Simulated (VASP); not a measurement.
# TiSi2 (Fddd) in VASP: relaxation of shape and atoms at fixed volume with PBE

Aim: the relaxation of shape and atoms at fixed volume of TiSi2 with PBE.

Program: VASP 6.6.1. These are calculated values, not measurements. Logs are shortened: lines on timing, memory, paths and dates and some standing lists are left out, and cuts for length are marked.

**1. The cell of the first run**

Symmetry: Fddd, No. 70, orthorhombic system. Conventional cell: a = 4.759 Å, b = 8.187 Å, c = 8.473 Å, α = 90.00°, β = 90.00°, γ = 90.00°. Within 3.3 Å of Ti (site symmetry 222) lie 10 Si at 2.53 to 2.76 Å and 4 Ti at 3.18 Å. Within 3.3 Å of Si (site symmetry 2) lie 9 Si at 2.51 to 3.18 Å and 5 Ti at 2.53 to 2.76 Å.

**2. Relaxation of shape and atoms at fixed volume, PBE (13.75 Å³/atom)**

INCAR

```
PREC = Accurate
ENCUT = 600
EDIFF = 1E-7
ISMEAR = 0
SIGMA = 0.1
LREAL = False
LASPH = True
NELM = 80
ALGO = Normal
ISIF = 4
LWAVE = False
LCHARG = False
GGA = PE
IBRION = 2
NSW = 50
EDIFFG = -0.01
```

KPOINTS

```
Automatic mesh
0
Gamma
  10 10 10
```

POSCAR

```
TiSi2
1.0
    0.0000000000      4.0934087635      4.2363663909
    2.3795857463      0.0000000000      4.2363663909
    2.3795857463      4.0934087635      0.0000000000
Ti Si
2 4
Direct
    0.7500000000      0.7500000000      0.7500000000
    0.5000000000      0.5000000000      0.5000000000
    0.0868244589      0.4131755411      0.0868244589
    0.4131755411      0.0868244589      0.4131755411
    0.1631755411      0.8368244589      0.1631755411
    0.8368244589      0.1631755411      0.8368244589
```

Potentials or basis: VASP PAW PBE potentials, release 64 (Ti_sv, Si).

Run with:

```
> cat potpaw_PBE.64/Ti_sv/POTCAR potpaw_PBE.64/Si/POTCAR > POTCAR
> mpirun -np 1 vasp_std > vasp.out
```

OUTCAR:

```text
PREC = Accurate
   ENCUT = 600
   EDIFF = 1E-7
   ISMEAR = 0
   LREAL = False
   LASPH = True
   NELM = 80
   ISIF = 4
   GGA = PE
   IBRION = 2
   NSW = 50
   EDIFFG = -0.01

 ion  position               nearest neighbor table
   1  0.750  0.750  0.750-   6 2.53   5 2.53   6 2.53   5 2.53   4 2.73   4 2.73   3 2.73   3 2.73
                             3 2.76   4 2.76
   2  0.500  0.500  0.500-   3 2.53   4 2.53   3 2.53   4 2.53   5 2.73   5 2.73   6 2.73   6 2.73
                             5 2.76   6 2.76
   3  0.087  0.413  0.087-   5 2.51   5 2.51   2 2.53   2 2.53   4 2.67   1 2.73   1 2.73   1 2.76
                             4 2.77   4 2.77
   4  0.413  0.087  0.413-   6 2.51   6 2.51   2 2.53   2 2.53   3 2.67   1 2.73   1 2.73   1 2.76
                             3 2.77   3 2.77
   5  0.163  0.837  0.163-   3 2.51   3 2.51   1 2.53   1 2.53   6 2.67   2 2.73   2 2.73   2 2.76
                             6 2.77   6 2.77
   6  0.837  0.163  0.837-   4 2.51   4 2.51   1 2.53   1 2.53   5 2.67   2 2.73   2 2.73   2 2.76
                             5 2.77   5 2.77

  LATTYP: Found a face centered orthorhombic cell.
 ALAT       =     4.7591714926
 B/A-ratio  =     1.7202190633
 C/A-ratio  =     1.7802957500

  Lattice vectors:

 A1 = (   0.0000000000,   4.0934087635,   4.2363663909)
 A2 = (   2.3795857463,   0.0000000000,   4.2363663909)
 A3 = (   2.3795857463,   4.0934087635,   0.0000000000)

Analysis of symmetry for initial positions (statically):
=====================================================================
 Subroutine PRICEL returns:
 Original cell was already a primitive cell.

 Routine SETGRP: Setting up the symmetry group for a
 face centered orthorhombic supercell.

 Subroutine GETGRP returns: Found  8 space group operations
 (whereof  4 operations were pure point group operations)
 out of a pool of  8 trial point group operations.

The static configuration has the point symmetry D_2 .
 The point group associated with its full space group is D_2h.

Analysis of symmetry for dynamics (positions and initial velocities):
=====================================================================
 Subroutine PRICEL returns:
 Original cell was already a primitive cell.

 Routine SETGRP: Setting up the symmetry group for a
 face centered orthorhombic supercell.

 Subroutine GETGRP returns: Found  8 space group operations
 (whereof  4 operations were pure point group operations)
 out of a pool of  8 trial point group operations.

The dynamic configuration has the point symmetry D_2 .
 The point group associated with its full space group is D_2h.

 Subroutine INISYM returns: Found  8 space group operations
 (whereof  4 operations are pure point group operations),
 and found     1 'primitive' translations

----------------------------------------------------------------------------------------

                                     Primitive cell

  volume of cell :      82.5296

  direct lattice vectors                    reciprocal lattice vectors
     0.000000000  4.093408764  4.236366391    -0.210120606  0.122147586  0.118025674
     2.379585746  0.000000000  4.236366391     0.210120606 -0.122147586  0.118025674
     2.379585746  4.093408764  0.000000000     0.210120606  0.122147586 -0.118025674

  length of vectors
     5.890907867  4.858932858  4.734809777     0.270186532  0.270186532  0.270186532

  position of ions in fractional coordinates (direct lattice)
     0.750000000  0.750000000  0.750000000
     0.500000000  0.500000000  0.500000000
     0.086824459  0.413175541  0.086824459
     0.413175541  0.086824459  0.413175541
     0.163175541  0.836824459  0.163175541
     0.836824459  0.163175541  0.836824459

  ion indices of the primitive-cell ions
   primitive index   ion index
                 1           1
                 2           2
                 3           3
                 4           4
                 5           5
                 6           6

----------------------------------------------------------------------------------------

 KPOINTS: Automatic mesh

Automatic generation of k-mesh.
 Grid dimensions read from file:
 generate k-points for:   10   10   10

 Generating k-lattice:

  Cartesian coordinates                     Fractional coordinates (reciprocal lattice)
    -0.021012061  0.012214759  0.011802567     0.100000000  0.000000000  0.000000000
     0.021012061 -0.012214759  0.011802567     0.000000000  0.100000000  0.000000000
     0.021012061  0.012214759 -0.011802567     0.000000000  0.000000000  0.100000000

  Length of vectors
     0.027018653  0.027018653  0.027018653

  Shift w.r.t. Gamma in fractional coordinates (k-lattice)
     0.000000000  0.000000000  0.000000000

 Subroutine IBZKPT returns following result:
 ===========================================

 Found    171 irreducible k-points:

 Following reciprocal coordinates:
            Coordinates               Weight
  0.000000  0.000000  0.000000      1.000000
  0.100000  0.000000  0.000000      8.000000
  0.200000  0.000000  0.000000      8.000000
  0.300000  0.000000  0.000000      8.000000
  0.400000  0.000000  0.000000      8.000000
  0.500000  0.000000  0.000000      4.000000
[... 16 lines left out ...]
  0.300000  0.300000  0.000000      2.000000
  0.400000  0.300000  0.000000      8.000000
 [... further k-points ...]
   k-points           NKPTS =    171   k-points in BZ     NKDIM =    171   number of bands    NBANDS=     24
   number of dos      NEDOS =    301   number of ions     NIONS =      6
   total plane-waves  NPLWV =  76800
   dimension x,y,z NGX =    48 NGY =   40 NGZ =   40
   dimension x,y,z NGXF=    96 NGYF=   80 NGZF=   80
   ions per type =               2   4
   NGX,Y,Z   is equivalent  to a cutoff of  13.55, 13.69, 14.04 a.u.
   NGXF,Y,Z  is equivalent  to a cutoff of  27.09, 27.37, 28.09 a.u.
 SYSTEM =  unknown system
   PREC   = accura    normal or accurate (medium, high low for compatibility)
   ISTART =      0    job   : 0-new  1-cont  2-samecut
   ICHARG =      2    charge: 1-file 2-atom 10-const
   ISPIN  =      1    spin polarized calculation?
   LNONCOLLINEAR =      F non collinear calculations
   LSORBIT =      F    spin-orbit coupling
   LASPH  =      T    aspherical Exc in radial PAW
   ENCUT  =  600.0 eV  44.10 Ry    6.64 a.u.  11.77  9.70  9.46*2*pi/ulx,y,z
   NELM   =     80;   NELMIN=  2; NELMDL= -5     # of ELM steps
   EDIFF  = 0.1E-06   stopping-criterion for ELM
   LREAL  =      F    real-space projection
   EDIFFG = -.1E-01   stopping-criterion for IOM
   NSW    =     50    number of steps for IOM
   IBRION =      2    ionic relax: 0-MD 1-quasi-New 2-CG
   NFREE  =      1    steps in history (QN), initial steepest desc. (CG)
   ISIF   =      4    stress and relaxation
   ISYM   =      2    0-nonsym 1-usesym 2-fastsym
   POTIM  = 0.5000    time-step for ionic-motion
   TEBEG  =    0.0;   TEEND  =   0.0 temperature during run
   PSTRESS=    0.0 pullay stress
   NELECT =      40.0000    total number of electrons
   NUPDOWN=      -1.0000    fix difference up-down
   EMIN   =  10.00;   EMAX   =-10.00  energy-range for DOS
   EFERMI =   0.00;   METHOD = LEGACY
   ISMEAR =     0;   SIGMA  =   0.10  broadening in eV -4-tet -1-fermi 0-gaus
   EFERMI_NEDOS =   21; number of points for ismear=-14 and -15
   IALGO  =     38    algorithm
   IMIX   =      4    mixing-type and parameters
     AMIX     =   0.40;   BMIX     =  1.00
     AMIX_MAG =   1.60;   BMIX_MAG =  1.00
  volume/ion in A,a.u.               =      13.75        92.82
  Fermi-wavevector in a.u.,A,eV,Ry     =   1.285952  2.430097 22.499589  1.653673
  Thomas-Fermi vector in A             =   2.418056
   LORBIT       =      0    0 simple, 1 ext, 2 COOP (PROOUT), +10 PAW based schemes
   GGA     = PE    functional components
   LHFCALC =     F    Hartree Fock is set to
   AEXX    =    0.0000 exact exchange contribution
   IVDW    =     0    specifies the selected vdW correction
   LEPSILON=     F    determine dielectric tensor
   LRPA    =     F    only Hartree local field effects (RPA)
 conjugate gradient relaxation of ions
 non-spin polarized calculation
 Gauss-broadening in eV      SIGMA  =   0.10
  energy-cutoff  :      600.00
  volume of cell :       82.53
 maximum number of plane-waves:      2784
   NGX = 23   NGY = 19   NGZ = 19

--------------------------------------- Ionic step        1  -------------------------------------------

 number of electron      39.9999999 magnetization

 Free energy of the ion-electron system (eV)
  ---------------------------------------------------
  ext. energy  EPLUGINS =         0.00000000
  ---------------------------------------------------
  free energy    TOTEN  =       -40.67416480 eV

  energy without entropy =      -40.66344619  energy(sigma->0) =      -40.66880549

------------------------ aborting loop because EDIFF is reached ----------------------------------------

  FORCE on cell =-STRESS in cart. coord.  units (eV):
  Direction    XX          YY          ZZ          XY          YZ          ZX
  --------------------------------------------------------------------------------------
  -------------------------------------------------------------------------------------
  Total        2.3097078      1.9979199      2.8164635      0.0000000      0.0000000      0.0000000
  in kB       44.8391783     38.7863285     54.6770062      0.0000000      0.0000000      0.0000000
  external PRESSURE =      46.1008377 kB  Pullay stress =       0.0000000 kB
[... 65 lines left out ...]
  energy  without entropy=      -40.6638423295  energy(sigma->0) =      -40.66932644

--------------------------------------- Ionic step        3  -------------------------------------------

 number of electron      39.9999999 magnetization

 Free energy of the ion-electron system (eV)
  ---------------------------------------------------
  ext. energy  EPLUGINS =         0.00000000
  ---------------------------------------------------
  free energy    TOTEN  =       -40.67506549 eV

  energy without entropy =      -40.66418388  energy(sigma->0) =      -40.66962469

 E-fermi :  10.3872     XC(G=0): -11.8101

 val. band max:       10.3867499742   @ k =  -0.3000   0.2000   0.1000
 cond. band min:      10.3990697191   @ k =  -0.1000   0.3000   0.4000
 fundamental gap:      0.0123197449
 Fermi energy:        10.3872014788

 k-point     1 :       0.0000    0.0000    0.0000
  band No.  band energies     occupation
      1     -45.8225      2.00000
      2     -45.7916      2.00000
      3     -22.2171      2.00000
      4     -22.1994      2.00000
      5     -22.1199      2.00000
      6     -22.1041      2.00000
[... 637 lines left out ...]
     23      13.0706      0.00000
     24      13.4531      0.00000

 [... further k-points ...]

------------------------ aborting loop because EDIFF is reached ----------------------------------------

  FORCE on cell =-STRESS in cart. coord.  units (eV):
  Direction    XX          YY          ZZ          XY          YZ          ZX
  --------------------------------------------------------------------------------------
  -------------------------------------------------------------------------------------
  Total        2.3043053      2.3235885      2.3200260      0.0000000      0.0000000      0.0000000
  in kB       44.7342965     45.1086492     45.0394880      0.0000000      0.0000000      0.0000000
  external PRESSURE =      44.9608113 kB  Pullay stress =       0.0000000 kB
[... 21 lines left out ...]
  FREE ENERGIE OF THE ION-ELECTRON SYSTEM (eV)
  ---------------------------------------------------
  free  energy   TOTEN  =       -40.6750654926 eV

  energy  without entropy=      -40.6641838803  energy(sigma->0) =      -40.66962469

 reached required accuracy - stopping structural energy minimisation
```

Run time: 25 min. Hardware: 1 thread of Intel Xeon 8259CL, shared host; peak memory 0.53 GiB.

Results:

```
Free energy                  : -40.6751 eV
Energy gained by relaxing    : 0.2 meV/atom
Ionic steps                  : 3
Pressure after relaxing      : 4.5 GPa
Largest force after relaxing : 0.006 eV/Å
Band gap on the k mesh       : zero (bands 20 and 21 overlap by 1.88 eV)
```

Forces on the atoms (eV/Å):
```
Ti   0.000  0.000  0.000
Ti   0.000  0.000  0.000
Si   0.000 -0.006  0.000
Si   0.000  0.006  0.000
Si   0.000  0.006  0.000
Si   0.000 -0.006  0.000
```

The path:
```
step  energy change (eV)  largest force (eV/Å)  pressure (GPa)  volume (Å³)
   1              0.0000                0.0123            4.61        82.53
   2             -0.0006                0.0026            4.44        82.53
   3             -0.0009                0.0061            4.50        82.53
```

Final structure:
```
Ti Si
1.0
     0.00000    4.08533    4.24618
     2.37878    0.00000    4.24618
     2.37878    4.08533    0.00000
Ti Si
2 4
Direct
  0.75000 0.75000 0.75000
  0.50000 0.50000 0.50000
  0.08678 0.41322 0.08678
  0.41322 0.08678 0.41322
  0.16322 0.83678 0.16322
  0.83678 0.16322 0.83678
```

Levels at points of the mesh, in eV from the Fermi level:
```tsv
k point	band 17	band 18	band 19	band 20	band 21	band 22	band 23	band 24
(0.00, 0.00, 0.00)	-2.31	-2.05	-1.78	-1.37	-0.94	2.11	3.19	3.46
(0.50, 0.00, 0.00)	-1.97	-1.07	-0.03	0.15	1.03	1.41	1.72	2.29
(0.50, 0.50, 0.00)	-1.56	-1.56	-1.00	-1.00	0.75	0.75	3.30	3.30
(0.50, 0.00, 0.50)	-2.39	-2.39	-0.87	-0.87	1.31	1.31	3.37	3.37
(0.00, 0.50, 0.50)	-1.16	-1.16	-0.64	-0.64	0.86	0.86	2.34	2.34
```
